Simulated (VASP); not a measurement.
Here is a VASP 6.6.1 calculation.

INCAR

```
PREC = Accurate
ENCUT = 520
EDIFF = 1E-6
ISMEAR = -1
SIGMA = 0.02
LREAL = False
LASPH = True
NELM = 100
ALGO = Normal
ISIF = 2
LWAVE = False
LCHARG = True
GGA = CA
LELF = True
LVHAR = True
NBANDS = 16
```

The input KPOINTS:

```
regular mesh
0
Gamma
  8 8 8
```

Contents of POSCAR:

```
AgCl
1.0
    0.0000000000      2.7356704056      2.7356704056
    2.7356704056      0.0000000000      2.7356704056
    2.7356704056      2.7356704056      0.0000000000
Ag Cl
1 1
Direct
    0.5000000000      0.5000000000      0.5000000000
    0.0000000000      0.0000000000      0.0000000000
```

Potentials or basis: VASP PAW LDA potentials, release 64 (Ag, Cl).

Launch:

```bash
$ cat potpaw_LDA.64/Ag/POTCAR potpaw_LDA.64/Cl/POTCAR > POTCAR
$ mpirun -np 1 vasp_std > vasp.out
```

(1) Predict the band gap on the k mesh.

(2) Predict the pressure.

Results:

(1) 0.64 eV, indirect (least direct gap 3.11 eV).

(2) -3.8 GPa.
